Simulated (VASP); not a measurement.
Set up this calculation in VASP 6.6.1, as the native input.

```yaml
Task: single point
Functional: PBE
Potentials_or_basis: VASP PAW PBE potentials, release 64 (Zn, Cd, Se)
Cutoff: 520 eV
k_mesh: 6 × 6 × 4
Occupations: gaussian, width 0.1 eV
Spin: no spin polarisation
Dipole_correction: no
Further_INCAR_settings: ALGO = Normal; EDIFF = 1e-06; NBANDS = 29
```

The structure of Zn2CdSe lies in POSCAR:

```
Zn2CdSe
1.0
    4.7372252238      0.0000000000      0.0000000000
   -2.3686126119      4.1025573872      0.0000000000
    0.0000000000      0.0000000000      5.3301626983
Zn Cd Se
2 1 1
Direct
    0.3333333333      0.6666666667      0.0000000000
    0.6666666667      0.3333333333      0.0000000000
    0.0000000000      0.0000000000      0.0000000000
    0.0000000000      0.0000000000      0.5000000000
```

One way to write it, as run:

INCAR

```
PREC = Accurate
ENCUT = 520
EDIFF = 1E-6
ISMEAR = 0
SIGMA = 0.1
LREAL = F
LASPH = T
NELM = 100
ALGO = Normal
ISIF = 2
LWAVE = F
LCHARG = T
GGA = PE
LELF = T
LVHAR = T
NBANDS = 29
```

KPOINTS

```
regular mesh
0
Gamma
  6 6 4
```

Potentials or basis: VASP PAW PBE potentials, release 64 (Zn, Cd, Se).

The run is started by

```bash
$ cat potpaw_PBE.64/Zn/POTCAR potpaw_PBE.64/Cd/POTCAR potpaw_PBE.64/Se/POTCAR > POTCAR
$ mpirun -np 1 vasp_std > vasp.out
```

It gave:

```json
{"Pressure": "0.3 GPa", "Band gap on the k mesh": "zero (band 21 reaches 3.04 eV, above the bottom of band 22 at 0.31 eV)"}
```

It took 40 s on 1 thread of Intel(R) Xeon(R) Platinum 8488C (Sapphire Rapids), with other jobs on the host, peak memory 0.25 GiB.
